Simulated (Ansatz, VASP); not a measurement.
Sn in VASP and in Ansatz

The input INCAR:

```
ALGO     = Normal         # electronic algorithm
EDIFF    = 1E-6           # SCF threshold, eV
ENCUT    = 520            # plane-wave cutoff, eV
GGA      = CA             # functional
ISIF     = 2              # what is computed and relaxed
ISMEAR   = 1              # smearing method
LASPH    = True           # aspherical terms in the spheres
LCHARG   = False          # write CHGCAR
LREAL    = False          # projectors in reciprocal space
LWAVE    = False          # write WAVECAR
NBANDS   = 21             # bands
NELM     = 60             # most SCF steps
PREC     = Accurate       # precision mode
SIGMA    = 0.01           # smearing width, eV
```

File KPOINTS:

```
k-points
0
Gamma
  11 11 8
```

The input POSCAR:

```
Sn
1.0
   -2.8994216605      2.9008009606      1.5581694818
    2.9008009606     -2.8994216605      1.5581694818
    2.8985835788      2.8985835788     -1.5556411493
Sn
2
Direct
    0.0000164062      0.9999835938      0.0000000000
    0.7499835938      0.2500164062      0.5000000000
```

Input for Ansatz:

```yaml
crystal:
  lattice:
    - [-2.8994216605, 2.9008009606, 1.5581694818]
    - [2.9008009606, -2.8994216605, 1.5581694818]
    - [2.8985835788, 2.8985835788, -1.5556411493]
  atoms:
    - { symbol: Sn, position: [1.64062e-05, 0.9999835938, 0.0] }
    - { symbol: Sn, position: [0.7499835938, 0.2500164062, 0.5] }
hamiltonian:
  xc: lda
  pseudopotentials:
    kind: paw
    azcp:
      Sn: "pseudopotentials/Sn.paw.azcp"
basis:
  ecutwfc: 420
  fft_grid_basis: typed
kpoints:
  mp_grid: { grid: [11, 11, 8], shift: [0, 0, 0] }
magnetization:
  spin_polarized: false
scf:
  occupations: { method: methfessel_paxton, width: 0.01 }
  lower_state_search: "off"
output:
  stress: true
```

Alike in both runs: task single point; functional LDA; k mesh 11 × 11 × 8; occupations methfessel-paxton of order 1, width 0.01 eV; no spin polarisation.

|  | VASP | Ansatz |
| --- | --- | --- |
| version | VASP 6.6.1 | Ansatz 0.2.0 |
| potentials or method | VASP PAW LDA potentials, release 64 (Sn_d), cutoff 520 eV | plane waves (420 eV) with PAW, scalar-relativistic |
| valence electrons in the cell | 28 | 28 |

```tsv
	VASP	Ansatz	Ansatz less VASP
pressure (GPa)	0.0	0.0	-0.04
traceless stress, the component that is largest in VASP (GPa)	-0.11	-0.10	+0.009
```

Ansatz warns that its potentials were made for another functional, while VASP's fit it. LDA's correlation is that of Perdew and Zunger in VASP and of Perdew and Wang (1992) in Ansatz.
